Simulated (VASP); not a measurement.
A run of VASP 6.6.1 is set up as follows.

Contents of INCAR:

```
SYSTEM = N
PREC     = Accurate       ! precision mode
ENCUT    = 520            ! plane-wave cutoff, eV
EDIFF    = 1E-6           ! SCF threshold, eV
ISMEAR   = -1             ! smearing method
SIGMA    = 0.02           ! smearing width, eV
LREAL    = .False.        ! projectors in reciprocal space
LASPH    = .True.         ! aspherical terms in the spheres
NELM     = 60             ! most SCF steps
ALGO     = Normal         ! electronic algorithm
ISIF     = 2              ! what is computed and relaxed
LWAVE    = .False.        ! write WAVECAR
LCHARG   = .False.        ! write CHGCAR
GGA      = PE             ! functional
NBANDS   = 30             ! bands
```

The input KPOINTS:

```
Automatic mesh
0
Gamma
  6 6 6
  0 0 0
```

The input POSCAR:

```
N
1.0
    5.4776496753      0.0000000000      0.0000000000
    0.0000000000      5.4776496753      0.0000000000
    0.0000000000      0.0000000000      5.4776496753
N
8
Direct
    0.0576092872      0.0576092872      0.0576092872
    0.4423907128      0.9423907128      0.5576092872
    0.5576092872      0.4423907128      0.9423907128
    0.9423907128      0.5576092872      0.4423907128
    0.9423907128      0.9423907128      0.9423907128
    0.5576092872      0.0576092872      0.4423907128
    0.4423907128      0.5576092872      0.0576092872
    0.0576092872      0.4423907128      0.5576092872
```

Potentials or basis: VASP PAW PBE potentials, release 64 (N).

The run is started by

```bash
$ cat potpaw_PBE.64/N/POTCAR > POTCAR
$ mpirun -np 1 vasp_std > vasp.out
```

Problem. What does it give for the band gap on the k mesh?

Solution. 7.30 eV (least direct gap 7.34 eV).

Problem. Estimate the pressure.

Solution. 5.2 GPa.

Problem. What does it give for the largest force?

Solution. 3.118 eV/Å.

Forces on the atoms (eV/Å):
```
N    1.800  1.800  1.800
N   -1.800 -1.800  1.800
N    1.800 -1.800 -1.800
N   -1.800  1.800 -1.800
N   -1.800 -1.800 -1.800
N    1.800  1.800 -1.800
N   -1.800  1.800  1.800
N    1.800 -1.800  1.800
```

Caveat: the standard files for N, O and F lose accuracy on very short bonds; the cell stands under pressure; this functional lacks dispersion, which holds the molecules together, so the pressure and a relaxed volume are unreliable; forces of over 1 eV/Å act on the atoms, so gaps and moduli don't describe the material at rest. A k mesh can miss the band edges.
